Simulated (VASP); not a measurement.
Set up this calculation in VASP 6.6.1, as the native input.

| Property | Result |
| --- | --- |
| Task | single point |
| Functional | PBE |
| Dispersion | D3(BJ) |
| Potentials or basis | VASP PAW PBE potentials, release 64 (Si, Ga_d) |
| Cutoff | 520 eV |
| k mesh | 1 × 1 × 1 |
| Occupations | gaussian, width 0.02 eV |
| Spin | collinear spin |
| Dipole correction | no |
| Further INCAR settings | LREAL = Auto; ALGO = Normal; EDIFF = 1e-06; NBANDS = 172 |

The structure of GaSi62 (a cell with a defect) lies in POSCAR:

```
GaSi62
1.0
   10.8600000000      0.0000000000      0.0000000000
    0.0000000000     10.8600000000      0.0000000000
    0.0000000000      0.0000000000     10.8600000000
Si Ga
62 1
Direct
    0.4980569982      0.0003210866     -0.0011394107
    0.6276151934      0.1238966851      0.1240985267
    0.7490160221      0.2522920810     -0.0013439227
    0.8748467772      0.3752238490      0.1255180479
    0.7513512891      0.0001176796      0.2507833333
    0.8771410681      0.1246862799      0.3763540516
   -0.0028592081      0.0008249540      0.0020205341
    0.1257538674      0.1242894107      0.1264854512
    0.2492270718      0.2529087477      0.0020265193
    0.3754528545      0.3766014733      0.1256560773
    0.4979277164      0.5051802026     -0.0056605893
    0.6244472376      0.6256120626      0.1226593923
    0.7448567219      0.7521300184     -0.0056792818
    0.8734357274      0.8746119705      0.1256536832
    0.2506932781     -0.0006607735      0.2527293738
    0.3772348066      0.1208793738      0.3796186924
    0.5011920810      0.2479886740      0.2497203499
    0.6260225599      0.3748113260      0.3746059853
    0.7493085635      0.5007315838      0.2487799263
    0.8751633517      0.6240237569      0.3746631676
    0.5050233886     -0.0056879374      0.5052549724
    0.6269674033      0.1261256906      0.6242430939
    0.7519290976      0.2512459484      0.4993701657
    0.8755484346      0.3745088398      0.6265568140
    0.7477751381     -0.0012673112      0.7490723757
    0.8737605893      0.1253296501      0.8761850829
   -0.0022317680      0.5010139042     -0.0013965009
    0.1261030387      0.6224066298      0.1241017495
    0.2497096685      0.7520155617     -0.0010772560
    0.3743676796      0.8757151934      0.1258344383
    0.0004348066      0.2496263352      0.2497251381
    0.1253754144      0.3729040516      0.3763552486
    0.2499230203      0.4986913444      0.2507634438
    0.3753198895      0.6240751381      0.3741490792
    0.5000443831      0.7500304788      0.2489872007
    0.6259675875      0.8747460405      0.3741899632
    0.0019668508     -0.0015000000      0.5012924494
    0.1310745856      0.1189390424      0.6271783610
    0.2515232965      0.2480802947      0.5013368324
    0.3753125230      0.3754708103      0.6253070902
    0.4999024862      0.4998908840      0.4990589319
    0.6210228361      0.6289476059      0.6251516575
    0.7501047882      0.7501592081      0.4991453959
    0.8745877532      0.8747590239      0.6253249540
    0.2545479742     -0.0044914365      0.7592695212
    0.3740279926      0.1288649171      0.8780936464
    0.4998534991      0.2500216390      0.7494148250
    0.6233903315      0.3769186924      0.8734991713
    0.7475976980      0.5024527624      0.7484344383
    0.8731372928      0.6266747698      0.8734865562
    0.0019988950      0.7488061694      0.2497244936
    0.1291556169      0.8727641805      0.3795864641
   -0.0012050645      0.4981123389      0.4993456722
    0.1239075506      0.6230718232      0.6242358195
    0.2557436464      0.7449838858      0.5052490792
    0.0026966851      0.2473201657      0.7486101289
    0.1247122468      0.3762374770      0.8761495396
    0.2513069061      0.5022563536      0.7490479742
    0.3769487109      0.6357092081      0.8672013812
    0.6142092081      0.8729714549      0.8670527624
    0.0000536832      0.7502100368      0.7494159300
    0.1212023941      0.8760326888      0.8780991713
    0.3919835175      0.8580839779      0.6481169429
```

These files were run (other wordings do the same):

INCAR

```
SYSTEM = GaSi62
ALGO = Normal
EDIFF = 1E-6
ENCUT = 520
GGA = PE
ISIF = 2
ISMEAR = 0
ISPIN = 2
IVDW = 12
LASPH = .TRUE.
LCHARG = .FALSE.
LORBIT = 11
LREAL = Auto
LWAVE = .FALSE.
MAGMOM = 0 0 0 0 0 0 0 0 0 0 0 0 0 0 0 0 0 0 0 0 0 0 0 0 0 0 0 0 0 0 0 0 0 0 0 0 0 0 0 0 0 0 0 0 0.14 0 0 0 0 0 0 0 0 0 0 0 0 0 0 0 0 0 0
NBANDS = 172
NELM = 150
PREC = Accurate
SIGMA = 0.02
```

KPOINTS

```
k-points
0
G
  1 1 1
  0 0 0
```

Potentials or basis: VASP PAW PBE potentials, release 64 (Si, Ga_d).

Command:

```console
$ cat potpaw_PBE.64/Si/POTCAR potpaw_PBE.64/Ga_d/POTCAR > POTCAR
$ mpirun -np 1 vasp_gam > vasp.out
```

It gave:

| Item | Value |
| --- | --- |
| Pressure | -0.5 GPa |
| Largest force | 0.136 eV/Å |
| Net moment | 1.00 μB per cell |
| Site moments | Si +0.01, +0.00, -0.00, +0.13, +0.03 (each value once); Ga +0.00 μB |
| Valence electrons inside the program's atomic spheres | Si 1.69, 1.70, 1.68, 1.65, 1.71, 1.63 (each value once); Ga 11.60 |
| Dispersion energy per atom | -0.315 eV |

Caveat: the k points lie up to 0.58 Å⁻¹ apart.

It took 12 min on 1 thread of Intel(R) Xeon(R) Platinum 8375C CPU @ 2.90GHz (Ice Lake), on a shared host, peak memory 1.4 GiB.
